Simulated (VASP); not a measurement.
Runs of VASP 6.6.1 on As. It takes space group R-3m (No. 166, trigonal). Conventional cell: a = 3.590 Å, b = 3.590 Å, c = 15.163 Å, α = 90.00°, β = 90.00°, γ = 120.00°. Within 3.3 Å of As (site symmetry 3m) lie 3 As at 2.48 Å. 

| smearing | gap on the mesh (eV) | pressure (GPa) | largest force (eV/Å) |
| --- | --- | --- | --- |
| gaussian 0.01 eV | 0.60 | 0.1 | 0.06 |
| gaussian 0.03 eV | 0.60 | 0.1 | 0.06 |
| gaussian 0.3 eV | 0.61 | 0.1 | 0.06 |
| gaussian 0.2 eV | 0.60 | 0.1 | 0.06 |
| fermi-dirac 1 eV | 0.66 | (a) | 0.55 |

Alike in all rows: task single point; level r2SCAN; potentials or basis VASP PAW PBE potentials, release 64 (As); no spin polarisation; cell as given; k mesh 10 × 10 × 10; cutoff (eV) 520.

Question: Fill in the values left out.

Answer: (a) 2.9.

Caveats: the PAW data sets were made with another functional, which shifts forces and pressure a little.

A k mesh can miss the band edges, and the runs leave out spin-orbit coupling on As.
